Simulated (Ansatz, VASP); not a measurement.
**Two plane-wave programs on BaS**

Contents of POSCAR:

```
BaS
1.0
    0.0000000000      3.6890474183      3.1226702243
    3.6890474183      0.0000000000      3.1226702243
    3.6890474183      3.6890474183      0.0000000000
Ba S
1 1
Direct
    0.0000000000      0.0000000000      0.0000000000
    0.2500000000      0.2500000000      0.2500000000
```

INCAR.step1

```
SYSTEM = BaS
  PREC = Accurate
  ENCUT = 520
  ISMEAR = 0
  SIGMA = 0.01
  LREAL = .FALSE.
  LASPH = .TRUE.
  NELM = 100
  NBANDS = 15
  GGA = PE
  ALGO = Normal
  EDIFF = 1E-4
  LWAVE = .TRUE.
  LCHARG = .FALSE.
```

File INCAR.step2:

```
SYSTEM = BaS
  PREC = Accurate
  ENCUT = 520
  EDIFF = 1E-7
  ISMEAR = 0
  SIGMA = 0.01
  LREAL = .FALSE.
  LASPH = .TRUE.
  NELM = 100
  ALGO = Normal
  ISIF = 2
  LWAVE = .FALSE.
  LCHARG = .TRUE.
  METAGGA = R2SCAN
  LMIXTAU = .TRUE.
  LELF = .TRUE.
  LVHAR = .TRUE.
  NBANDS = 15
  ISTART = 1
```

KPOINTS

```
regular mesh
0
G
  6 6 6
  0 0 0
```

Input for Ansatz:

```yaml
crystal:
  lattice:
    - [0.0, 3.6890474183, 3.1226702243]
    - [3.6890474183, 0.0, 3.1226702243]
    - [3.6890474183, 3.6890474183, 0.0]
  atoms:
    - { symbol: Ba, position: [0.0, 0.0, 0.0] }
    - { symbol: S, position: [0.25, 0.25, 0.25] }
kpoints:
  mp_grid: { grid: [6, 6, 6] }
  band_path:
    path:
      - [0.0, 0.0, 0.0]
      - [-0.5, -0.5, 0.0]
      - [-0.375, -0.375, 0.25]
      - [-0.375, 0.0, 0.375]
      - [0.0, 0.0, 0.5]
      - [-0.5, -0.25, 0.25]
      - [0.0, 0.453125, 0.453125]
    npoints: 1
hamiltonian:
  xc: r2scan
scf:
  occupations: { method: fixed }
  n_extra_bands: 4
output:
  forces: true
  stress: true
  eigenvalues: true
```

Change from the starting cell: epitaxial_xy strain +4.8%.

Alike in both runs: task single point; functional r2SCAN; k mesh 6 × 6 × 6; no spin polarisation.

```csv
,VASP,Ansatz
version,VASP 6.6.1,Ansatz 0.2.0
potentials or method,"VASP PAW PBE potentials, release 64 (Ba_sv, S)","plane waves, PAW"
plane-wave cutoff (eV),520,500
occupations,"gaussian, width 0.01 eV",fixed
valence electrons in the cell,16,16
```

|  | VASP | Ansatz | Ansatz less VASP |
| --- | --- | --- | --- |
| gap on the k mesh at the Fermi level (eV) | 3.04 | 3.04 | -0.003 |
| pressure (GPa) | 0.6 | 0.2 | -0.44 |
| traceless stress, the component that is largest in VASP (GPa) | -0.28 | -0.22 | +0.065 |

VASP's potentials were made for PBE, not for r2SCAN.

Neither program's run includes spin-orbit coupling.
